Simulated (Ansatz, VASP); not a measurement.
BaZrO3: VASP beside Ansatz

INCAR

```
ALGO = Normal ; EDIFF = 1E-7
ENCUT = 520 ; GGA = PS
ISIF = 2 ; ISMEAR = 0
LASPH = True ; LCHARG = False
LREAL = False ; LWAVE = False
NBANDS = 28 ; NELM = 60
PREC = Accurate ; SIGMA = 0.02
```

KPOINTS

```
k-points
0
Gamma
  6 6 6
```

File POSCAR:

```
BaZrO3
1.0
    4.1806569797      0.0000000000      0.0000000000
    0.0000000000      4.1806569797      0.0000000000
    0.0000000000      0.0000000000      4.1806569797
Ba Zr O
1 1 3
Direct
    0.0000000000      0.0000000000      0.0000000000
    0.5000000000      0.5000000000      0.5000000000
    0.5000000000      0.0000000000      0.5000000000
    0.5000000000      0.5000000000      0.0000000000
    0.0000000000      0.5000000000      0.5000000000
```

Input for Ansatz:

```yaml
crystal:
  lattice:
    - [4.1806569797, 0.0, 0.0]
    - [0.0, 4.1806569797, 0.0]
    - [0.0, 0.0, 4.1806569797]
  atoms:
    - { symbol: Ba, position: [0.0, 0.0, 0.0] }
    - { symbol: Zr, position: [0.5, 0.5, 0.5] }
    - { symbol: O, position: [0.5, 0.0, 0.5] }
    - { symbol: O, position: [0.5, 0.5, 0.0] }
    - { symbol: O, position: [0.0, 0.5, 0.5] }
basis:
  ecutwfc: 420
kpoints:
  mp_grid: { grid: [6, 6, 6] }
  band_path: { path: [VBM, CBM], npoints: 2 }
hamiltonian:
  xc: pbesol
scf:
  occupations: { method: gaussian, width: 0.02 }
output:
  forces: true
  stress: true
  eigenvalues: true
checkpoint:
  read: start.run
  write: ck
  compress: false
  write_wavefunctions: false
  write_every: 100000
```

Alike in both runs: task single point; functional PBEsol; k mesh 6 × 6 × 6; occupations gaussian, width 0.02 eV; no spin polarisation.

|  | VASP | Ansatz |
| --- | --- | --- |
| version | VASP 6.6.1 | Ansatz 0.2.0 |
| potentials or method | VASP PAW PBE potentials, release 64 (Ba_sv, Zr_sv, O), cutoff 520 eV | scalar-relativistic, plane waves, PAW |
| valence electrons in the cell | 40 | 40 |

VASP gave:

- gap on the k mesh at the Fermi level (eV): 3.12
- least direct gap on the mesh (eV): 3.33
- pressure (GPa): 1.2

Estimate Ansatz's values.

gap on the k mesh at the Fermi level (eV): 3.17; least direct gap on the mesh (eV): 3.36; pressure (GPa): 0.0.

VASP's potentials were made for PBE, not for PBEsol. With one functional, cell and mesh, what is left measures potentials, basis and numerics.

Spin-orbit coupling is off throughout.
